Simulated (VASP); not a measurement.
# TiO2 (P4_2/mnm) in VASP: vibrations by perturbation theory with PBE

Aim: the vibrations by perturbation theory of TiO2 with PBE.

Program: VASP 6.6.1. These are calculated values, not measurements. Logs are shortened: lines on timing, memory, paths and dates and some standing lists are left out, and cuts for length are marked.

## Step 1: The cell of the first run

It takes space group P4_2/mnm (No. 136, tetragonal). The conventional cell has a = 4.592 Å, b = 4.592 Å, c = 2.957 Å, α = 90.00°, β = 90.00°, γ = 90.00°. Ti (site symmetry mmm) has 6 O at 1.95 to 1.98 Å within 2.6 Å. Within 2.6 Å of O (site symmetry m2m) lie 3 Ti at 1.95 to 1.98 Å and 1 O at 2.54 Å.

## Step 2: Vibrations by perturbation theory, PBE

The input, INCAR:

```
  PREC = Accurate
  ENCUT = 520
  EDIFF = 1E-8
  ISMEAR = 0
  SIGMA = 0.01
  LREAL = F
  LASPH = T
  NELM = 80
  ALGO = Normal
  ISIF = 2
  LWAVE = F
  LCHARG = T
  GGA = PE
  IBRION = 8
  NSW = 1
  LEPSILON = T
```

The input, KPOINTS:

```
regular mesh
0
Gamma
  5 5 7
```

The input, POSCAR:

```
TiO2
1.0
    4.5922000000      0.0000000000      0.0000000000
    0.0000000000      4.5922000000      0.0000000000
    0.0000000000      0.0000000000      2.9574000000
Ti O
2 4
Direct
    0.0000000000      0.0000000000      0.0000000000
    0.5000000000      0.5000000000      0.5000000000
    0.3042211610      0.3042211610      0.0000000000
    0.1957788390      0.8042211610      0.5000000000
    0.6957788390      0.6957788390      0.0000000000
    0.8042211610      0.1957788390      0.5000000000
```

Potentials or basis: VASP PAW PBE potentials, release 64 (Ti_sv, O).

On the command line:

```sh
> cat potpaw_PBE.64/Ti_sv/POTCAR potpaw_PBE.64/O/POTCAR > POTCAR
> mpirun -np 1 vasp_std > vasp.out
```

OUTCAR:

```text
PREC = Accurate
   ENCUT = 520
   EDIFF = 1E-8
   ISMEAR = 0
   LREAL = F
   LASPH = T
   NELM = 80
   ISIF = 2
   GGA = PE
   IBRION = 8
   NSW = 1
   LEPSILON = T

 ion  position               nearest neighbor table
   1  0.000  0.000  0.000-   4 1.95   6 1.95   4 1.95   6 1.95   5 1.98   3 1.98
   2  0.500  0.500  0.500-   3 1.95   5 1.95   3 1.95   5 1.95   4 1.98   6 1.98
   3  0.304  0.304  0.000-   2 1.95   2 1.95   1 1.98
   4  0.196  0.804  0.500-   1 1.95   1 1.95   2 1.98
   5  0.696  0.696  0.000-   2 1.95   2 1.95   1 1.98
   6  0.804  0.196  0.500-   1 1.95   1 1.95   2 1.98

  LATTYP: Found a simple tetragonal cell.
 ALAT       =     4.5922000000
 C/A-ratio  =     0.6440050520

  Lattice vectors:

 A1 = (   4.5922000000,   0.0000000000,   0.0000000000)
 A2 = (   0.0000000000,   4.5922000000,   0.0000000000)
 A3 = (   0.0000000000,   0.0000000000,   2.9574000000)

Analysis of symmetry for initial positions (statically):
=====================================================================
 Subroutine PRICEL returns:
 Original cell was already a primitive cell.

 Routine SETGRP: Setting up the symmetry group for a
 simple tetragonal supercell.

 Subroutine GETGRP returns: Found 16 space group operations
 (whereof  8 operations were pure point group operations)
 out of a pool of 16 trial point group operations.

The static configuration has the point symmetry D_2h.
 The point group associated with its full space group is D_4h.

Analysis of symmetry for dynamics (positions and initial velocities):
=====================================================================
 Subroutine PRICEL returns:
 Original cell was already a primitive cell.

 Routine SETGRP: Setting up the symmetry group for a
 simple tetragonal supercell.

 Subroutine GETGRP returns: Found 16 space group operations
 (whereof  8 operations were pure point group operations)
 out of a pool of 16 trial point group operations.

The dynamic configuration has the point symmetry D_2h.
 The point group associated with its full space group is D_4h.

 Subroutine INISYM returns: Found 16 space group operations
 (whereof  8 operations are pure point group operations),
 and found     1 'primitive' translations

----------------------------------------------------------------------------------------

                                     Primitive cell

  volume of cell :      62.3665

[... 994 lines left out ...]
  x     0.00000     0.00000     0.00000     0.00000     0.00000     0.00000
  y     0.00000     0.00000     0.00000     0.00000     0.00000     0.00000
  z     0.00000     0.00000     0.00000     0.00000     0.00000     0.00000

 PIEZOELECTRIC TENSOR (including local field effects)  for field in x, y, z        (C/m^2)
          XX          YY          ZZ          XY          YZ          ZX
  --------------------------------------------------------------------------------
  x     0.00000     0.00000     0.00000     0.00000     0.00000     0.00000
  y     0.00000     0.00000     0.00000     0.00000     0.00000     0.00000
  z     0.00000     0.00000     0.00000     0.00000     0.00000     0.00000

 BORN EFFECTIVE CHARGES (including local field effects) (in |e|, cummulative output)
 ---------------------------------------------------------------------------------
 ion    1
    1     6.34784     1.03211     0.00000
    2     1.03211     6.34784     0.00000
    3     0.00000     0.00000     7.69880
 ion    2
    1     6.34784    -1.03211     0.00000
    2    -1.03211     6.34784     0.00000
    3     0.00000     0.00000     7.69880
 ion    3
    1    -3.17392    -1.82127     0.00000
    2    -1.82127    -3.17392     0.00000
    3     0.00000     0.00000    -3.84940
 ion    4
    1    -3.17392     1.82127     0.00000
    2     1.82127    -3.17392     0.00000
    3     0.00000     0.00000    -3.84940
 ion    5
    1    -3.17392    -1.82127     0.00000
    2    -1.82127    -3.17392     0.00000
    3     0.00000     0.00000    -3.84940
 ion    6
    1    -3.17392     1.82127     0.00000
    2     1.82127    -3.17392     0.00000
    3     0.00000     0.00000    -3.84940

 INTERNAL STRAIN TENSOR FOR ION    6 for displacements in x,y,z  (eV/Angst):
          X           Y           Z          XY          YZ          ZX
  --------------------------------------------------------------------------------
  x     4.09478     1.69270     4.11402     1.40277     0.00000     0.00000
  y    -1.69270    -4.09478    -4.11402    -1.35869     0.00000     0.00000
  z     0.00000     0.00000     0.00000     0.00000    -5.99697     4.90993

 SECOND DERIVATIVES (NOT SYMMETRIZED)
 ------------------------------------
               1X          1Y          1Z          2X          2Y          2Z          3X          3Y          3Z          4X          4Y          4Z          5X          5Y          5Z          6X          6Y          6Z
  1X   -16.108201    4.539926    0.000000   14.575593    0.034481    0.000000   -1.102728   -0.695515    0.000000    1.869032   -1.591689    0.000000   -1.102728   -0.695515    0.000000    1.869032   -1.591689    0.000000
  1Y     4.539926  -16.108201    0.000000    0.034481   14.575593    0.000000   -0.695515   -1.102728    0.000000   -1.591689    1.869032    0.000000   -0.695515   -1.102728    0.000000   -1.591689    1.869032    0.000000
  1Z     0.000000    0.000000   -0.828679    0.000000    0.000000    0.356428    0.000000    0.000000   -0.206582    0.000000    0.000000    0.442707    0.000000    0.000000   -0.206582    0.000000    0.000000    0.442707
  2X    14.575593   -0.034481    0.000000  -16.108201   -4.539926    0.000000    1.869032    1.591689    0.000000   -1.102728    0.695515    0.000000    1.869032    1.591689    0.000000   -1.102728    0.695515    0.000000
  2Y    -0.034481   14.575593    0.000000   -4.539926  -16.108201    0.000000    1.591689    1.869032    0.000000    0.695515   -1.102728    0.000000    1.591689    1.869032    0.000000    0.695515   -1.102728    0.000000
  2Z     0.000000    0.000000    0.356428    0.000000    0.000000   -0.828679    0.000000    0.000000    0.442707    0.000000    0.000000   -0.206582    0.000000    0.000000    0.442707    0.000000    0.000000   -0.206582
  3X    -1.104947   -0.676040    0.000000    1.874585    1.583588    0.000000  -11.677016   -6.363451    0.000000   -0.779174    0.940369    0.000000    5.862714    5.459563    0.000000    5.823838   -0.944030    0.000000
  3Y    -0.676040   -1.104947    0.000000    1.583588    1.874585    0.000000   -6.363451  -11.677016    0.000000   -0.944030    5.823838    0.000000    5.459563    5.862714    0.000000    0.940369   -0.779174    0.000000
  3Z     0.000000    0.000000   -0.207404    0.000000    0.000000    0.443026    0.000000    0.000000   -8.139477    0.000000    0.000000    2.095073    0.000000    0.000000    3.713710    0.000000    0.000000    2.095073
  4X     1.874585   -1.583588    0.000000   -1.104947    0.676040    0.000000   -0.779174   -0.940369    0.000000  -11.677016    6.363451    0.000000    5.823838    0.944030    0.000000    5.862714   -5.459563    0.000000
  4Y    -1.583588    1.874585    0.000000    0.676040   -1.104947    0.000000    0.944030    5.823838    0.000000    6.363451  -11.677016    0.000000   -0.940369   -0.779174    0.000000   -5.459563    5.862714    0.000000
  4Z     0.000000    0.000000    0.443026    0.000000    0.000000   -0.207404    0.000000    0.000000    2.095073    0.000000    0.000000   -8.139477    0.000000    0.000000    2.095073    0.000000    0.000000    3.713710
  5X    -1.104947   -0.676040    0.000000    1.874585    1.583588    0.000000    5.862714    5.459563    0.000000    5.823838   -0.944030    0.000000  -11.677016   -6.363451    0.000000   -0.779174    0.940369    0.000000
  5Y    -0.676040   -1.104947    0.000000    1.583588    1.874585    0.000000    5.459563    5.862714    0.000000    0.940369   -0.779174    0.000000   -6.363451  -11.677016    0.000000   -0.944030    5.823838    0.000000
  5Z     0.000000    0.000000   -0.207404    0.000000    0.000000    0.443026    0.000000    0.000000    3.713710    0.000000    0.000000    2.095073    0.000000    0.000000   -8.139477    0.000000    0.000000    2.095073
  6X     1.874585   -1.583588    0.000000   -1.104947    0.676040    0.000000    5.823838    0.944030    0.000000    5.862714   -5.459563    0.000000   -0.779174   -0.940369    0.000000  -11.677016    6.363451    0.000000
  6Y    -1.583588    1.874585    0.000000    0.676040   -1.104947    0.000000   -0.940369   -0.779174    0.000000   -5.459563    5.862714    0.000000    0.944030    5.823838    0.000000    6.363451  -11.677016    0.000000
  6Z     0.000000    0.000000    0.443026    0.000000    0.000000   -0.207404    0.000000    0.000000    2.095073    0.000000    0.000000    3.713710    0.000000    0.000000    2.095073    0.000000    0.000000   -8.139477

 Eigenvectors and eigenvalues of the dynamical matrix
 ----------------------------------------------------

   1 f  =   24.044988 THz   151.079114 2PiTHz  802.054460 cm-1    99.442034 meV
             X         Y         Z           dx          dy          dz
      0.000000  0.000000  0.000000    -0.000000   -0.000000    0.000000
      2.296100  2.296100  1.478700     0.000000    0.000000    0.000000
      1.397044  1.397044  0.000000     0.353553    0.353553   -0.000000
      0.899056  3.693144  1.478700     0.353553   -0.353553    0.000000
      3.195156  3.195156  0.000000    -0.353553   -0.353553    0.000000
      3.693144  0.899056  1.478700    -0.353553    0.353553    0.000000
[... 145 lines left out ...]
  18 f/i=    0.004868 THz     0.030586 2PiTHz    0.162377 cm-1     0.020132 meV
             X         Y         Z           dx          dy          dz
      0.000000  0.000000  0.000000     0.533493   -0.125211    0.000000
      2.296100  2.296100  1.478700     0.533537   -0.125394    0.000000
      1.397044  1.397044  0.000000     0.307591   -0.072245    0.000000
      0.899056  3.693144  1.478700     0.307589   -0.072238    0.000000
      3.195156  3.195156  0.000000     0.307591   -0.072245    0.000000
      3.693144  0.899056  1.478700     0.307589   -0.072238    0.000000

--------------------------------------------------------------------------------------------------------

 MACROSCOPIC STATIC DIELECTRIC TENSOR IONIC CONTRIBUTION
 ------------------------------------------------------
         287.426587    -0.000000    -0.000000
          -0.000000   287.426587    -0.000000
          -0.000000    -0.000000   728.830771
 ------------------------------------------------------

 ELASTIC MODULI CONTR FROM IONIC RELAXATION (kBar)
 Direction    XX          YY          ZZ          XY          YZ          ZX
 --------------------------------------------------------------------------------
 XX        -379.4607    214.5817   -117.2038      0.0000      0.0000      0.0000
 YY         214.5817   -379.4607   -117.2038     -0.0000     -0.0000     -0.0000
 ZZ        -117.2038   -117.2038   -166.6282     -0.0000      0.0000     -0.0000
 XY           0.0000     -0.0000      0.0000    -10.3610     -0.0000     -0.0000
 YZ           0.0000     -0.0000      0.0000     -0.0000   -311.7798      0.0000
 ZX           0.0000     -0.0000     -0.0000     -0.0000      0.0000   -208.9945
 --------------------------------------------------------------------------------

 PIEZOELECTRIC TENSOR IONIC CONTR  for field in x, y, z        (C/m^2)
          XX          YY          ZZ          XY          YZ          ZX
  --------------------------------------------------------------------------------
  x     0.00000    -0.00000     0.00000     0.00000    -0.00000    -0.00000
  y    -0.00000     0.00000    -0.00000     0.00000    -0.00000    -0.00000
  z     0.00000    -0.00000     0.00000     0.00000    -0.00000    -0.00000
```

Run time: 15 min. Hardware: 1 thread of Intel Xeon 6975P-C (Granite Rapids), shared host; peak memory 0.36 GiB.

Results:

```yaml
Electronic_dielectric_tensor_diagonal: 7.46, 7.46, 8.87
Born_charges_mean_of_the_diagonal: Ti +6.80; O -3.40 e
Highest_phonon_frequency_at_Γ_LO-TO_splitting_left_out: 802 cm⁻¹
```

Phonon frequencies in cm⁻¹ (negative: imaginary):
```csv
q point,frequencies
"(0.000, 0.000, 0.000)",0 0 0 78 82 105 105 130 374 374 383 421 449 449 479 479 596 802
```

Electronic dielectric tensor:
```
7.46 0.00 0.00
0.00 7.46 0.00
0.00 0.00 8.87
```

Born effective charge tensors (e):
atom 1, Ti
```
6.35 1.03 0.00
1.03 6.35 0.00
0.00 0.00 7.70
```
atom 2, Ti
```
 6.35 -1.03  0.00
-1.03  6.35  0.00
 0.00  0.00  7.70
```
atom 3, O
```
-3.17 -1.82  0.00
-1.82 -3.17  0.00
 0.00  0.00 -3.85
```
atom 4, O
```
-3.17  1.82  0.00
 1.82 -3.17  0.00
 0.00  0.00 -3.85
```
atom 5, O
```
-3.17 -1.82  0.00
-1.82 -3.17  0.00
 0.00  0.00 -3.85
```
atom 6, O
```
-3.17  1.82  0.00
 1.82 -3.17  0.00
 0.00  0.00 -3.85
```

Caveat: the cell wasn't relaxed at this level first, which shifts response properties.
